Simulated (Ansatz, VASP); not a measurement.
P: VASP beside Ansatz

```xyz
2
Lattice="1.6676 0.9628 3.0244 -1.6676 0.9628 3.0244 0.0000 -1.9256 3.0244" Properties=species:S:1:pos:R:3 pbc="T T T"
P     0.0000    0.0000    7.0128
P     0.0000    0.0000    2.0603
```

Alike in both runs: task single point; functional BHLYP; k mesh 5 × 5 × 5; occupations methfessel-paxton of order 1, width 0.1 eV; no spin polarisation.

|  | VASP | Ansatz |
| --- | --- | --- |
| version | VASP 6.6.1 | Ansatz 0.2.0 |
| potentials or method | VASP PAW PBE potentials, release 64 (P) | Ansatz PAW |
| plane-wave cutoff (eV) | 520 | 420 |
| valence electrons in the cell | 10 | 10 |

VASP gave:

```
pressure (GPa)                                                : 12.8
traceless stress, the component that is largest in VASP (GPa) : -1.17
rms of the force components (eV/Å)                            : 0.279
```

Task: Which values does Ansatz return?

Result: Pressure (GPa): 15.6; traceless stress, the component that is largest in VASP (GPa): -3.46; rms of the force components (eV/Å): 0.006.

VASP's potentials were made for PBE, not for BHLYP. Atom by atom the forces differ by 0.273 eV/Å (rms over components). With one functional, cell and mesh, what is left measures potentials, basis and numerics.

The k mesh is coarse, so the values compare programs but aren't converged. Noted on Ansatz's run: odd divisions of the mesh miss points on the zone boundary, where band edges often lie, so the gap on the mesh can be too wide.
